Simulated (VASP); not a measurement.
SnSe:

```
Sn Se
1.0
    -2.27794    2.27794    2.58779
     2.27794   -2.27794    2.58779
     2.27794    2.27794   -2.58779
Sn Se
1 1
Direct
  0.00000 0.00000 0.00000
  0.50000 0.50000 0.00000
```

* Program: VASP 6.6.1
* Task: relaxation of cell and atoms
* Functional: PBE
* Potentials or basis: VASP PAW PBE potentials, release 64 (Sn_d, Se)
* Cutoff: 600 eV
* k mesh: 6 × 6 × 6
* Occupations: gaussian, width 0.1 eV
* Spin: no spin polarisation

At the start: pressure 7.5 GPa; volume 26.86 Å³/atom.

Question: How do energy, volume and symmetry change on relaxing?

Answer: Over 7 steps the energy falls by 404.8 meV/atom and the volume is 27.62 Å³/atom (+2.8 %); space group Fm-3m (No. 225, to 0.05 Å).

Step by step:
```
step  energy change (eV)  largest force (eV/Å)  pressure (GPa)  volume (Å³)
   1              0.0000                0.0000            7.54        53.71
   2             -0.6764                0.0000           -4.74        63.04
   3             -0.7166                0.0000           -3.70        60.89
   4             -0.7168                0.0000           -3.55        60.75
   5             -0.8073                0.0000           -0.74        56.08
   6             -0.8079                0.0000           -0.44        55.73
   7             -0.8097                0.0000           -0.02        55.24
```

Final structure:
```xyz
2
Lattice="-2.1375 2.1375 3.0226 2.1375 -2.1375 3.0226 2.1375 2.1375 -3.0226" Properties=species:S:1:pos:R:3 pbc="T T T"
Sn    0.0000    0.0000    0.0000
Se    2.1375    2.1375    0.0000
```
